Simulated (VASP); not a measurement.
Here is a VASP 6.6.1 calculation.

File INCAR:

```
PREC = Accurate
ENCUT = 520
EDIFF = 1E-7
ISMEAR = -1
SIGMA = 0.05
LREAL = F
LASPH = T
NELM = 60
ALGO = Normal
ISIF = 2
LWAVE = F
LCHARG = F
GGA = RP
NBANDS = 16
```

Contents of KPOINTS:

```
Automatic mesh
0
Gamma
  8 8 8
```

Contents of POSCAR:

```
GaSb
1.0
    0.0000000000      2.9965539066      2.9965539066
    2.9965539066      0.0000000000      2.9965539066
    2.9965539066      2.9965539066      0.0000000000
Sb Ga
1 1
Direct
    0.7500000000      0.7500000000      0.7500000000
    0.0000000000      0.0000000000      0.0000000000
```

Potentials or basis: VASP PAW PBE potentials, release 64 (Sb, Ga_d).

The run is started by

```console
$ cat potpaw_PBE.64/Sb/POTCAR potpaw_PBE.64/Ga_d/POTCAR > POTCAR
$ mpirun -np 1 vasp_std > vasp.out
```

Estimate the pressure.

8.1 GPa.

What does it give for the band gap on the k mesh?

0.58 eV, direct.

Caveat: the PAW data sets were made with another functional, which shifts forces and pressure a little; spin-orbit coupling is left out, which moves the levels of the heavy elements. A k mesh can miss the band edges.
